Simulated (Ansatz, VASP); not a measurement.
Two plane-wave programs on Zr

The input INCAR:

```
SYSTEM = Zr
  PREC = Accurate
  ENCUT = 520
  EDIFF = 1E-8
  ISMEAR = -1
  SIGMA = 0.08
  LREAL = .False.
  LASPH = .True.
  NELM = 80
  ALGO = Normal
  ISIF = 2
  LWAVE = .False.
  LCHARG = .False.
  GGA = PS
  LEFG = .True.
  NBANDS = 19
```

Contents of KPOINTS:

```
regular mesh
0
Gamma
  13 13 7
  0 0 0
```

Contents of POSCAR:

```
Zr
1.0
    3.2319982225      0.0000000000      0.0000000000
   -1.6159991112      2.7989925656      0.0000000000
    0.0000000000      0.0000000000      5.1984700000
Zr
2
Direct
    0.3333333333      0.6666666667      0.2500000000
    0.6666666667      0.3333333333      0.7500000000
```

Input for Ansatz:

```yaml
crystal:
  lattice:
    - [3.2319982225, 0.0, 0.0]
    - [-1.6159991112, 2.7989925656, 0.0]
    - [0.0, 0.0, 5.19847]
  atoms:
    - { symbol: Zr, position: [0.3333333333, 0.6666666667, 0.25] }
    - { symbol: Zr, position: [0.6666666667, 0.3333333333, 0.75] }
kpoints:
  mp_grid: { grid: [13, 13, 7] }
scf:
  occupations: { method: fermi_dirac, width: 0.08 }
hamiltonian:
  xc: pbesol
  pseudopotentials: { kind: paw }
output:
  forces: true
  stress: true
  eigenvalues: true
  efg: { contact_densities: true }
```

Change from the starting cell: zz strain of +1 %, PAW files.

Alike in both runs: task electric field gradients; functional PBEsol; k mesh 13 × 13 × 7; occupations fermi-dirac, width 0.08 eV; no spin polarisation.

|  | VASP | Ansatz |
| --- | --- | --- |
| version | VASP 6.6.1 | Ansatz 0.2.0 |
| potentials or method | VASP PAW PBE potentials, release 64 (Zr_sv) | PAW with Ansatz's default frozen-core files, scalar-relativistic |
| plane-wave cutoff (eV) | 520 | 420 |
| valence electrons in the cell | 24 | 24 |

```csv
,VASP,Ansatz,Ansatz less VASP
pressure (GPa),-4.1,-4.2,-0.05
"traceless stress, the component that is largest in VASP (GPa)",-0.18,-0.18,+0.001
size of Vzz on the site where it differs most (V/Å²),35.5,36.4,+0.82
```

VASP's potentials were made for PBE, not for PBEsol.
